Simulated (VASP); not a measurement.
Crystal: Si2Mo.

```xyz
3
Lattice="-1.6000 1.6000 3.9305 1.6000 -1.6000 3.9305 1.6000 1.6000 -3.9305" Properties=species:S:1:pos:R:3 pbc="T T T"
Si    0.0000    0.0000    2.6177
Si    0.0000    0.0000    5.2433
Mo    0.0000    0.0000    0.0000
```

| Item | Value |
| --- | --- |
| Program | VASP 6.6.1 |
| Task | relaxation of cell and atoms |
| Functional | PBE |
| Potentials or basis | VASP PAW PBE potentials, release 64 (Si, Mo_sv) |
| Cutoff | 600 eV |
| k mesh | 10 × 10 × 10 |
| Occupations | fermi-dirac, width 0.1 eV |
| Spin | no spin polarisation |

At the start: pressure 2.4 GPa; volume 13.42 Å³/atom.

How do energy, volume and symmetry change on relaxing?

Over 6 steps the energy falls by 2.9 meV/atom and the volume is 13.59 Å³/atom (+1.3 %); space group I4/mmm (No. 139, to 0.05 Å).

Step by step:
```csv
step,energy change (eV),largest force (eV/Å),pressure (GPa),volume (Å³)
1,0.0000,0.2782,2.41,40.25
2,-0.0015,0.0916,-3.28,41.43
3,-0.0068,0.1766,-0.70,40.87
4,-0.0087,0.0110,0.12,40.75
5,-0.0087,0.0135,0.01,40.77
6,-0.0088,0.0035,0.00,40.77
```

Final structure:
```xyz
3
Lattice="-1.6087 1.6087 3.9382 1.6087 -1.6087 3.9382 1.6087 1.6087 -3.9382" Properties=species:S:1:pos:R:3 pbc="T T T"
Si    0.0000    0.0000    2.6397
Si    0.0000    0.0000    5.2368
Mo    0.0000    0.0000    0.0000
```
